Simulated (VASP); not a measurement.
Here is a VASP 6.6.1 calculation.

The input INCAR:

```
ALGO = Normal
EDIFF = 1E-6
ENCUT = 520
GGA = PS
ISIF = 2
ISMEAR = 0
LASPH = T
LCHARG = F
LREAL = F
LWAVE = F
NBANDS = 11
NELM = 80
PREC = Accurate
SIGMA = 0.05
```

KPOINTS

```
k-points
0
Gamma
  10 10 10
```

POSCAR

```
SiC
1.0
    0.0000000000      2.2147686909      2.2147686909
    2.2147686909      0.0000000000      2.2147686909
    2.2147686909      2.2147686909      0.0000000000
Si C
1 1
Direct
    0.0011779326     -0.0011779326      0.0011779326
    0.7472456717      0.7527543283      0.7472456717
```

Potentials or basis: VASP PAW PBE potentials, release 64 (Si, C).

Run with:

```sh
$ cat potpaw_PBE.64/Si/POTCAR potpaw_PBE.64/C/POTCAR > POTCAR
$ mpirun -np 1 vasp_std > vasp.out
```

(1) What does it give for the largest force?

(2) What does it give for the pressure?

Answers

(1) 0.299 eV/Å.

(2) -9.6 GPa.

Caveat: the PAW data sets were made with another functional, which shifts forces and pressure a little.
